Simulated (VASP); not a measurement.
Write the native input for VASP 6.6.1 that does the following.

```yaml
Task: single point
Functional: LDA
Potentials_or_basis: VASP PAW LDA potentials, release 64 (Be, Te)
Cutoff: 520 eV
k_mesh: 16 × 16 × 16
Occupations: fermi-dirac, width 0.08 eV
Spin: no spin polarisation
Dipole_correction: no
Further_INCAR_settings: ALGO = Normal; EDIFF = 1e-06; NBANDS = 11
```

The structure of BeTe lies in POSCAR:

```
BeTe
1.0
    0.0000000000      2.7772235934      2.7772235934
    2.7772235934      0.0000000000      2.7772235934
    2.7772235934      2.7772235934      0.0000000000
Be Te
1 1
Direct
    0.0000000000      0.0000000000      0.0000000000
    0.7500000000      0.7500000000      0.7500000000
```

These files were run (other wordings do the same):

INCAR

```
SYSTEM = BeTe
PREC = Accurate
ENCUT = 520
EDIFF = 1E-6
ISMEAR = -1
SIGMA = 0.08
LREAL = .False.
LASPH = .True.
NELM = 100
ALGO = Normal
ISIF = 2
LWAVE = .False.
LCHARG = .True.
LELF = .True.
LVHAR = .True.
NBANDS = 11
```

KPOINTS

```
Automatic mesh
0
Gamma
  16 16 16
  0 0 0
```

Potentials or basis: VASP PAW LDA potentials, release 64 (Be, Te).

The run is started by

```bash
$ cat potpaw_LDA.64/Be/POTCAR potpaw_LDA.64/Te/POTCAR > POTCAR
$ mpirun -np 1 vasp_std > vasp.out
```

Results of the run:

```
Pressure               : 0.3 GPa
Band gap on the k mesh : 1.77 eV, indirect (least direct gap 3.55 eV)
```

Caveat: spin-orbit coupling is left out, which moves the levels of the heavy elements.

Wall time 24 s on 1 thread of Intel(R) Xeon(R) 6975P-C (Granite Rapids) (shared host), peak memory 0.2 GiB.
